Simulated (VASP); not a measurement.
Wanted: the native input for a VASP 6.6.1 run.

```
Task                   : single point
Functional             : PBE
Potentials or basis    : VASP PAW PBE potentials, release 64 (Os)
Cutoff                 : 520 eV
k mesh                 : 12 × 12 × 12
Occupations            : fermi-dirac, width 0.05 eV
Spin                   : no spin polarisation
Dipole correction      : no
Further INCAR settings : ALGO = Normal; EDIFF = 1e-07; NBANDS = 10
```

The structure of Os lies in POSCAR:

```
Os
1.0
    0.0000000000      1.9052949815      1.9052949815
    1.9052949815      0.0000000000      1.9052949815
    1.9052949815      1.9052949815      0.0000000000
Os
1
Direct
    0.0000000000      0.0000000000      0.0000000000
```

This cell differs from its parent crystal: volume scaled by 0.94.

The input as run:

INCAR

```
PREC = Accurate
ENCUT = 520
EDIFF = 1E-7
ISMEAR = -1
SIGMA = 0.05
LREAL = False
LASPH = True
NELM = 80
ALGO = Normal
ISIF = 2
LWAVE = False
LCHARG = False
GGA = PE
NBANDS = 10
```

KPOINTS

```
regular mesh
0
Gamma
  12 12 12
```

Potentials or basis: VASP PAW PBE potentials, release 64 (Os).

Run with:

```sh
$ cat potpaw_PBE.64/Os/POTCAR > POTCAR
$ mpirun -np 1 vasp_std > vasp.out
```

It gave:

```
Pressure               : 14.9 GPa
Band gap on the k mesh : zero (band 4 reaches 12.00 eV, above the bottom of band 5 at 8.09 eV)
```

Caveat: spin-orbit coupling is left out, which moves the levels of the heavy elements.

Run time: 20 s on 1 thread of AMD EPYC 7R13, with other jobs on the host, peak memory 0.1 GiB.
